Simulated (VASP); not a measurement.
Write the native input for VASP 6.6.1 that does the following.

```
Task                   : single point
Functional             : PBE
Potentials or basis    : VASP PAW PBE potentials, release 64 (Sn_d, Se)
Cutoff                 : 520 eV
k mesh                 : 13 × 13 × 7
Occupations            : fermi-dirac, width 0.02 eV
Spin                   : no spin polarisation
Dipole correction      : no
Further INCAR settings : ALGO = Normal; EDIFF = 1e-07; NBANDS = 20
```

The structure of SnSe2 lies in POSCAR:

```
SnSe2
1.0
    3.7594936861      0.0000000000      0.0000000000
   -1.8797468430      3.2558170375      0.0000000000
    0.0000000000      0.0000000000      6.0530709152
Sn Se
1 2
Direct
    0.0000000000      0.0000000000      0.0000000000
    0.3333333333      0.6666666667      0.2670732637
    0.6666666667      0.3333333333      0.7329267363
```

These files were run (other wordings do the same):

INCAR

```
  ALGO = Normal
  EDIFF = 1E-7
  ENCUT = 520
  GGA = PE
  ISIF = 2
  ISMEAR = -1
  LASPH = True
  LCHARG = False
  LREAL = False
  LWAVE = False
  NBANDS = 20
  NELM = 60
  PREC = Accurate
  SIGMA = 0.02
```

KPOINTS

```
k-points
0
Gamma
  13 13 7
```

Potentials or basis: VASP PAW PBE potentials, release 64 (Sn_d, Se).

The run is started by

```sh
$ cat potpaw_PBE.64/Sn_d/POTCAR potpaw_PBE.64/Se/POTCAR > POTCAR
$ mpirun -np 1 vasp_std > vasp.out
```

It gave:

```
Pressure               : 4.7 GPa
Largest force          : 0.014 eV/Å
Band gap on the k mesh : 0.47 eV (least direct gap 1.15 eV)
```

Caveat: the cell stands under pressure; semilocal functionals underestimate gaps, and a narrow one can read as zero; spin-orbit coupling is left out, which moves the levels of the heavy elements.

Wall time 2.6 min on 1 thread of Intel(R) Xeon(R) Platinum 8259CL CPU @ 2.50GHz (Skylake/Cascade Lake) (shared host), peak memory 0.31 GiB.
